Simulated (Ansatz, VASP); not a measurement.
**One calculation of PbSe, two programs**

The input INCAR:

```
SYSTEM = PbSe
PREC = Accurate
ENCUT = 520
EDIFF = 1E-6
ISMEAR = 0
SIGMA = 0.03
LREAL = .FALSE.
LASPH = .TRUE.
NELM = 60
ALGO = Normal
ISIF = 2
LWAVE = .FALSE.
LCHARG = .TRUE.
GGA = PE
IVDW = 12
LELF = .TRUE.
LVHAR = .TRUE.
NBANDS = 17
```

File KPOINTS:

```
Automatic mesh
0
G
  10 10 10
  0 0 0
```

File POSCAR:

```
PbSe
1.0
    0.0000000000      3.0458819214      2.8113490134
    3.0458819214      0.0000000000      2.8113490134
    3.0458819214      3.0458819214      0.0000000000
Pb Se
1 1
Direct
    0.0000000000      0.0000000000      0.0000000000
    0.5000000000      0.5000000000      0.5000000000
```

Input for Ansatz:

```yaml
crystal:
  lattice:
    - [0.0, 3.0458819214, 2.8113490134]
    - [3.0458819214, 0.0, 2.8113490134]
    - [3.0458819214, 3.0458819214, 0.0]
  atoms:
    - { symbol: Pb, position: [0.0, 0.0, 0.0] }
    - { symbol: Se, position: [0.5, 0.5, 0.5] }
basis:
  ecutwfc: 420
kpoints:
  mp_grid: { grid: [10, 10, 10] }
hamiltonian:
  xc: pbe
  dispersion: d3bj
scf:
  occupations: { method: gaussian, width: 0.03 }
output:
  forces: true
  stress: true
  eigenvalues: true
```

Alike in both runs: task single point; functional PBE; dispersion D3(BJ); k mesh 10 × 10 × 10; occupations gaussian, width 0.03 eV; no spin polarisation.

```csv
,VASP,Ansatz
version,VASP 6.6.1,Ansatz 0.2.0
potentials or method,"VASP PAW PBE potentials, release 64 (Pb_d, Se), cutoff 520 eV","scalar-relativistic, plane waves, PAW"
valence electrons in the cell,20,30
```

|  | VASP | Ansatz | Ansatz less VASP |
| --- | --- | --- | --- |
| gap on the k mesh at the Fermi level (eV) | 0.31 | 0.31 | +0.005 |
| least direct gap on the mesh (eV) | 0.31 | 0.31 | +0.005 |
| pressure (GPa) | 7.7 | 7.7 | 0.00 |
| traceless stress, the component that is largest in VASP (GPa) | 11.62 | 11.60 | -0.020 |

VASP's potentials hold 20 valence electrons a cell and Ansatz's 30, so a difference there can come from the potentials and not from the codes.

Spin-orbit coupling is off throughout.
